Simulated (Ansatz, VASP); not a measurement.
## Two plane-wave programs on Ga

INCAR

```
SYSTEM = Ga
PREC     = Accurate       ! precision mode
ENCUT    = 520            ! plane-wave cutoff, eV
EDIFF    = 1E-8           ! SCF threshold, eV
ISMEAR   = -1             ! smearing method
SIGMA    = 0.05           ! smearing width, eV
LREAL    = .FALSE.        ! projectors in reciprocal space
LASPH    = .TRUE.         ! aspherical terms in the spheres
NELM     = 60             ! most SCF steps
ALGO     = Normal         ! electronic algorithm
ISIF     = 2              ! what is computed and relaxed
LWAVE    = .FALSE.        ! write WAVECAR
LCHARG   = .FALSE.        ! write CHGCAR
GGA      = PE             ! functional
LEFG     = .TRUE.       
NBANDS   = 34             ! bands
```

File KPOINTS:

```
Automatic mesh
0
G
  9 9 8
  0 0 0
```

The input POSCAR:

```
Ga
1.0
    2.2553500000     -3.8224000000      0.0000000000
    2.2553500000      3.8224000000      0.0000000000
    0.0000000000      0.0000000000      4.5167000000
Ga
4
Direct
    0.1525000000      0.8475000000      0.0785000000
    0.6525000000      0.3475000000      0.4215000000
    0.8475000000      0.1525000000      0.9215000000
    0.3475000000      0.6525000000      0.5785000000
```

Input for Ansatz:

```yaml
crystal:
  lattice:
    - [2.25535, -3.8224, 0.0]
    - [2.25535, 3.8224, 0.0]
    - [0.0, 0.0, 4.5167]
  atoms:
    - { symbol: Ga, position: [0.1525, 0.8475, 0.0785] }
    - { symbol: Ga, position: [0.6525, 0.3475, 0.4215] }
    - { symbol: Ga, position: [0.8475, 0.1525, 0.9215] }
    - { symbol: Ga, position: [0.3475, 0.6525, 0.5785] }
kpoints:
  mp_grid: { grid: [9, 9, 8] }
  band_path:
    path:
      - [0.0, 0.0, 0.0]
      - [-0.5, 0.5, 0.0]
      - [-0.337035342, 0.662964658, 0.0]
      - [0.337035342, 0.337035342, 0.0]
      - [0.0, 0.0, 0.0]
      - [0.0, 0.0, 0.5]
      - [0.337035342, 0.337035342, 0.5]
      - [-0.337035342, 0.662964658, 0.5]
      - [-0.5, 0.5, 0.5]
    npoints: 8
scf:
  occupations: { method: fermi_dirac, width: 0.05 }
hamiltonian:
  xc: pbe
  pseudopotentials: { kind: paw }
output:
  forces: true
  stress: true
  eigenvalues: true
  efg: { contact_densities: true }
  populations: true
  bader: true
  dos: { projected: true, de: 0.2, e_range: [-14, 8] }
```

Alike in both runs: task electric field gradients; functional PBE; k mesh 9 × 9 × 8; occupations fermi-dirac, width 0.05 eV; no spin polarisation.

```csv
,VASP,Ansatz
version,VASP 6.6.1,Ansatz 0.2.0
potentials or method,"VASP PAW PBE potentials, release 64 (Ga_d)","PAW with Ansatz's default frozen-core files, scalar-relativistic"
plane-wave cutoff (eV),520,420
valence electrons in the cell,52,52
```

Ansatz gave:

- pressure (GPa): 2.3
- traceless stress, the component that is largest in VASP (GPa): 1.60
- rms of the force components (eV/Å): 0.252
- size of Vzz on the site where it differs most (V/Å²): 54.4

Q: Estimate VASP's values.

A: Pressure (GPa): 2.4; traceless stress, the component that is largest in VASP (GPa): 1.62; rms of the force components (eV/Å): 0.252; size of Vzz on the site where it differs most (V/Å²): 51.8.

Atom by atom the forces differ by 0.001 eV/Å (rms over components).
